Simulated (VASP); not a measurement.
# TiAl3 (k06) (Pm-3m) in VASP: single point with PBEsol

Aim: the single point of TiAl3 (k06) with PBEsol.

All numbers are computed with VASP 6.6.1; they aren't measurements. Logs are shortened: lines on timing, memory, paths and dates and some standing lists are left out, and cuts for length are marked.

### Step 1. The cell of the first run

Symmetry: Pm-3m, No. 221, cubic system. The conventional cell has a = 3.948 Å, b = 3.948 Å, c = 3.948 Å, α = 90.00°, β = 90.00°, γ = 90.00°. Within 3.7 Å of Ti (site symmetry m-3m) lie 12 Al at 2.79 Å. Al (site symmetry 4/mmm) has 4 Ti at 2.79 Å and 8 Al at 2.79 Å within 3.7 Å.

### Step 2. Single point, PBEsol

The input, INCAR:

```
ALGO = Fast ; EDIFF = 1E-6
ENCUT = 520 ; GGA = PS
ISIF = 2 ; ISMEAR = 0
LASPH = T ; LCHARG = T
LELF = T ; LREAL = F
LVHAR = T ; LWAVE = F
NBANDS = 18 ; NELM = 100
PREC = Accurate ; SIGMA = 0.1
```

The input, KPOINTS:

```
k-points
0
Gamma
  16 16 16
```

The input, POSCAR:

```
TiAl3
1.0
    3.9479980998      0.0000000000      0.0000000000
    0.0000000000      3.9479980998      0.0000000000
    0.0000000000      0.0000000000      3.9479980998
Ti Al
1 3
Direct
    0.0000000000      0.0000000000      0.0000000000
    0.5000000000      0.5000000000      0.0000000000
    0.5000000000      0.0000000000      0.5000000000
    0.0000000000      0.5000000000      0.5000000000
```

Potentials or basis: VASP PAW PBE potentials, release 64 (Ti_sv, Al).

The run is started by

```sh
$ cat potpaw_PBE.64/Ti_sv/POTCAR potpaw_PBE.64/Al/POTCAR > POTCAR
$ mpirun -np 1 vasp_std > vasp.out
```

OUTCAR:

```text
EDIFF = 1E-6
   ENCUT = 520
   GGA = PS
   ISIF = 2
   ISMEAR = 0
   LASPH = T
   LREAL = F
   NELM = 100
   PREC = Accurate

 ion  position               nearest neighbor table
   1  0.000  0.000  0.000-   2 2.79   3 2.79   4 2.79   3 2.79   4 2.79   2 2.79   4 2.79   4 2.79
                             2 2.79   3 2.79   3 2.79   2 2.79
   2  0.500  0.500  0.000-   1 2.79   3 2.79   4 2.79   3 2.79   4 2.79   1 2.79   3 2.79   3 2.79
                             1 2.79   4 2.79   4 2.79   1 2.79
   3  0.500  0.000  0.500-   1 2.79   2 2.79   4 2.79   1 2.79   2 2.79   2 2.79   4 2.79   2 2.79
                             1 2.79   4 2.79   1 2.79   4 2.79
   4  0.000  0.500  0.500-   1 2.79   2 2.79   3 2.79   1 2.79   2 2.79   1 2.79   3 2.79   1 2.79
                             2 2.79   3 2.79   2 2.79   3 2.79

  LATTYP: Found a simple cubic cell.
 ALAT       =     3.9479980998

  Lattice vectors:

 A1 = (   3.9479980998,   0.0000000000,   0.0000000000)
 A2 = (   0.0000000000,   3.9479980998,   0.0000000000)
 A3 = (   0.0000000000,   0.0000000000,   3.9479980998)

Analysis of symmetry for initial positions (statically):
=====================================================================
 Subroutine PRICEL returns:
 Original cell was already a primitive cell.

 Routine SETGRP: Setting up the symmetry group for a
 simple cubic supercell.

 Subroutine GETGRP returns: Found 48 space group operations
[... 9 lines left out ...]

 Routine SETGRP: Setting up the symmetry group for a
 simple cubic supercell.

 Subroutine GETGRP returns: Found 48 space group operations
[... 11 lines left out ...]
                                     Primitive cell

  volume of cell :      61.5362

  direct lattice vectors                    reciprocal lattice vectors
     3.947998100  0.000000000  0.000000000     0.253292928  0.000000000  0.000000000
     0.000000000  3.947998100  0.000000000     0.000000000  0.253292928  0.000000000
     0.000000000  0.000000000  3.947998100     0.000000000  0.000000000  0.253292928

  length of vectors
     3.947998100  3.947998100  3.947998100     0.253292928  0.253292928  0.253292928

  position of ions in fractional coordinates (direct lattice)
     0.000000000  0.000000000  0.000000000
     0.500000000  0.500000000  0.000000000
     0.500000000  0.000000000  0.500000000
     0.000000000  0.500000000  0.500000000

  ion indices of the primitive-cell ions
   primitive index   ion index
                 1           1
[... 74 lines left out ...]
   NELM   =    100;   NELMIN=  2; NELMDL= -5     # of ELM steps
   EDIFF  = 0.1E-05   stopping-criterion for ELM
   LREAL  =      F    real-space projection
   EDIFFG = 0.1E-04   stopping-criterion for IOM
   NSW    =      0    number of steps for IOM
   IBRION =     -1    ionic relax: 0-MD 1-quasi-New 2-CG
   NFREE  =      0    steps in history (QN), initial steepest desc. (CG)
   ISIF   =      2    stress and relaxation
   ISYM   =      2    0-nonsym 1-usesym 2-fastsym
   POTIM  = 0.5000    time-step for ionic-motion
   TEBEG  =    0.0;   TEEND  =   0.0 temperature during run
   PSTRESS=    0.0 pullay stress
   NELECT =      21.0000    total number of electrons
   NUPDOWN=      -1.0000    fix difference up-down
   EMIN   =  10.00;   EMAX   =-10.00  energy-range for DOS
   EFERMI =   0.00;   METHOD = LEGACY
   ISMEAR =     0;   SIGMA  =   0.10  broadening in eV -4-tet -1-fermi 0-gaus
   EFERMI_NEDOS =   21; number of points for ismear=-14 and -15
   IALGO  =     68    algorithm
   IMIX   =      4    mixing-type and parameters
     AMIX     =   0.40;   BMIX     =  1.00
     AMIX_MAG =   1.60;   BMIX_MAG =  1.00
  volume/ion in A,a.u.               =      15.38       103.82
  Fermi-wavevector in a.u.,A,eV,Ry     =   1.144031  2.161904 17.807389  1.308806
  Thomas-Fermi vector in A             =   2.280724
   LORBIT       =      0    0 simple, 1 ext, 2 COOP (PROOUT), +10 PAW based schemes
   GGA     = PS    functional components
   LHFCALC =     F    Hartree Fock is set to
   AEXX    =    0.0000 exact exchange contribution
   IVDW    =     0    specifies the selected vdW correction
   LEPSILON=     F    determine dielectric tensor
   LRPA    =     F    only Hartree local field effects (RPA)
 non-spin polarized calculation
 RMM-DIIS sequential band-by-band and
 Gauss-broadening in eV      SIGMA  =   0.10
  energy-cutoff  :      520.00
  volume of cell :       61.54
 maximum number of plane-waves:      1695
 NGX is ok and might be reduce to    30
   NGX = 15   NGY = 15   NGZ = 15

 number of electron      20.9999997 magnetization

 Free energy of the ion-electron system (eV)
  ---------------------------------------------------
  ext. energy  EPLUGINS =         0.00000000
  ---------------------------------------------------
  free energy    TOTEN  =       -22.12698237 eV

  energy without entropy =      -22.11551540  energy(sigma->0) =      -22.12124888

 E-fermi :   9.1212     XC(G=0): -10.9385

 val. band max:        9.1158690903   @ k =   0.1250   0.1250   0.0000
 cond. band min:       9.1249632026   @ k =   0.5000   0.3125   0.1250
 fundamental gap:      0.0090941123
 Fermi energy:         9.1212175282

 k-point     1 :       0.0000    0.0000    0.0000
  band No.  band energies     occupation
      1     -47.5984      2.00000
      2     -24.0065      2.00000
      3     -24.0065      2.00000
      4     -24.0065      2.00000
      5      -1.7475      2.00000
      6       5.9876      2.00000
[... 481 lines left out ...]
      5       0.3895      2.00000
      6       1.2368      2.00000
[... 10 lines left out ...]
     17      12.8793      0.00000
     18      14.6245      0.00000

 [... further k-points ...]

------------------------ aborting loop because EDIFF is reached ----------------------------------------

  FORCE on cell =-STRESS in cart. coord.  units (eV):
  Direction    XX          YY          ZZ          XY          YZ          ZX
  --------------------------------------------------------------------------------------
  -------------------------------------------------------------------------------------
  Total        0.0581078      0.0581078      0.0581078      0.0000000      0.0000000     -0.0000000
  in kB        1.5129145      1.5129145      1.5129145      0.0000000      0.0000000     -0.0000000
  external PRESSURE =       1.5129145 kB  Pullay stress =       0.0000000 kB

 VOLUME and BASIS-vectors are now :
 -----------------------------------------------------------------------------
  energy-cutoff  :      520.00
  volume of cell :       61.54
      direct lattice vectors                 reciprocal lattice vectors
     3.947998100  0.000000000  0.000000000     0.253292928  0.000000000  0.000000000
     0.000000000  3.947998100  0.000000000     0.000000000  0.253292928  0.000000000
     0.000000000  0.000000000  3.947998100     0.000000000  0.000000000  0.253292928

 POSITION                                       TOTAL-FORCE (eV/Angst)
 -----------------------------------------------------------------------------------
      0.00000      0.00000      0.00000         0.000000      0.000000      0.000000
      1.97400      1.97400      0.00000         0.000000      0.000000      0.000000
      1.97400      0.00000      1.97400         0.000000      0.000000      0.000000
      0.00000      1.97400      1.97400         0.000000      0.000000      0.000000
 -----------------------------------------------------------------------------------
    total drift:                                0.000000     -0.000000      0.000000

  FREE ENERGIE OF THE ION-ELECTRON SYSTEM (eV)
  ---------------------------------------------------
  free  energy   TOTEN  =       -22.1269823702 eV

  energy  without entropy=      -22.1155153954  energy(sigma->0) =      -22.12124888
```

Run time: 2.9 min. Hardware: 1 thread of Intel Xeon 6975P-C (Granite Rapids), shared host; peak memory 0.29 GiB.

What came out:

```
Free energy : -22.1270 eV
Pressure    : 0.2 GPa
```

Levels at points of the mesh, in eV from the Fermi level:
| k point | band 8 | band 9 | band 10 | band 11 | band 12 | band 13 |
| --- | --- | --- | --- | --- | --- | --- |
| (0.00, 0.00, 0.00) | -2.18 | -2.18 | -2.18 | 0.14 | 0.14 | 0.14 |
| (0.50, 0.00, 0.00) | -2.29 | -2.23 | 0.39 | 0.73 | 0.73 | 0.93 |
| (0.50, 0.50, 0.00) | -5.08 | -1.28 | -1.28 | 0.61 | 0.86 | 1.09 |
| (0.50, 0.50, 0.50) | -5.03 | -3.53 | -3.53 | -3.53 | 0.17 | 1.19 |

Caveat: the PAW data sets were made with another functional, which shifts forces and pressure a little.
